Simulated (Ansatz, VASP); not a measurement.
# Pb: VASP beside Ansatz

```xyz
2
Lattice="3.5539 0.0000 0.0000 -1.7769 3.0777 0.0000 0.0000 0.0000 5.8261" Properties=species:S:1:pos:R:3 pbc="T T T"
Pb    0.0000    2.0518    1.4565
Pb    1.7769    1.0259    4.3696
```

Alike in both runs: task single point; functional RPBE; k mesh 11 × 11 × 6; occupations fermi-dirac, width 0.1 eV; no spin polarisation.

|  | VASP | Ansatz |
| --- | --- | --- |
| version | VASP 6.6.1 | Ansatz 0.2.0 |
| potentials or method | VASP PAW PBE potentials, release 64 (Pb_d), cutoff 520 eV | plane waves (420 eV) with PAW, scalar-relativistic |
| valence electrons in the cell | 28 | 28 |

|  | VASP | Ansatz | Ansatz less VASP |
| --- | --- | --- | --- |
| pressure (GPa) | 1.3 | 1.3 | +0.06 |
| traceless stress, the component that is largest in VASP (GPa) | 0.11 | 0.12 | +0.005 |

VASP's potentials were made for PBE, not for RPBE.

Neither program's run includes spin-orbit coupling.
